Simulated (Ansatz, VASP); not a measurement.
# One calculation of Yb, two programs

```
Yb
1.0
    -2.12241    2.12241    2.12241
     2.12241   -2.12241    2.12241
     2.12241    2.12241   -2.12241
Yb
1
Direct
  0.00000 0.00000 0.00000
```

Alike in both runs: task single point; functional PBEsol; k mesh 9 × 9 × 9; occupations fermi-dirac, width 0.05 eV; collinear spin.

|  | VASP | Ansatz |
| --- | --- | --- |
| version | VASP 6.6.1 | Ansatz 0.2.0 |
| potentials or method | VASP PAW PBE potentials, release 64 (Yb) | Ansatz PAW |
| plane-wave cutoff (eV) | 520 | 420 |
| valence electrons in the cell | 24 | 24 |

|  | VASP | Ansatz | Ansatz less VASP |
| --- | --- | --- | --- |
| gap on the k mesh at the Fermi level (eV) | none | none | - |
| pressure (GPa) | -3.1 | -3.1 | +0.09 |
| net moment per atom (μB) | 0.00 | 0.00 | 0.000 |

VASP's potentials were made for PBE, not for PBEsol. A gap of «none» marks a metal or a gap that the smearing closes.

Spin-orbit coupling is off throughout.
